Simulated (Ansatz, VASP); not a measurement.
## W: VASP beside Ansatz

Contents of INCAR:

```
SYSTEM = W
  PREC = Accurate
  ENCUT = 520
  EDIFF = 1E-6
  ISMEAR = -1
  SIGMA = 0.05
  LREAL = .FALSE.
  LASPH = .TRUE.
  NELM = 60
  ALGO = Normal
  ISIF = 2
  LWAVE = .FALSE.
  LCHARG = .FALSE.
  GGA = PS
  NBANDS = 13
```

Contents of KPOINTS:

```
Automatic mesh
0
G
  14 14 14
  0 0 0
```

Contents of POSCAR:

```
W
1.0
   -0.0406000000      2.0097000000      2.0097000000
    2.0097000000     -0.0406000000      2.0097000000
    2.0097000000      2.0097000000     -0.0406000000
W
1
Direct
    0.0000000000      0.0000000000      0.0000000000
```

Input for Ansatz:

```yaml
crystal:
  lattice:
    - [-0.0406, 2.0097, 2.0097]
    - [2.0097, -0.0406, 2.0097]
    - [2.0097, 2.0097, -0.0406]
  atoms:
    - { symbol: W, position: [0.0, 0.0, 0.0] }
kpoints:
  mp_grid: { grid: [14, 14, 14] }
  band_path:
    path:
      - [0.0, 0.0, 0.0]
      - [0.5, 0.5, 0.5]
      - [0.2551801333, 0.5, 0.7448198667]
      - [-0.2551801333, 0.2551801333, 0.5]
      - [0.0, 0.0, 0.5]
      - [0.0, 0.0, 0.0]
      - [-0.3775900666, 0.0, 0.3775900666]
      - [0.0, 0.3775900666, 0.6224099334]
      - [0.0, 0.5, 0.5]
    npoints: 5
scf:
  occupations: { method: fermi_dirac, width: 0.05 }
hamiltonian:
  xc: pbesol
  pseudopotentials: { kind: all_electron, lapw: { basis_error: 0.001 } }
output:
  forces: true
  stress: true
  eigenvalues: true
```

Change from the starting cell: equal xy, yz and zx shear strains of -2 %.

Alike in both runs: task single point; functional PBEsol; k mesh 14 × 14 × 14; occupations fermi-dirac, width 0.05 eV; no spin polarisation.

|  | VASP | Ansatz |
| --- | --- | --- |
| version | VASP 6.6.1 | Ansatz 0.2.0 |
| potentials or method | VASP PAW PBE potentials, release 64 (W_sv), cutoff 520 eV | all-electron LAPW, scalar-relativistic |

```tsv
	VASP	Ansatz	Ansatz less VASP
pressure (GPa)	-11.9	-12.2	-0.33
traceless stress, the component that is largest in VASP (GPa)	-2.83	-2.80	+0.029
```

VASP's potentials were made for PBE, not for PBEsol. Ansatz ran all-electron here, and VASP with PAW potentials.

Neither program's run includes spin-orbit coupling.
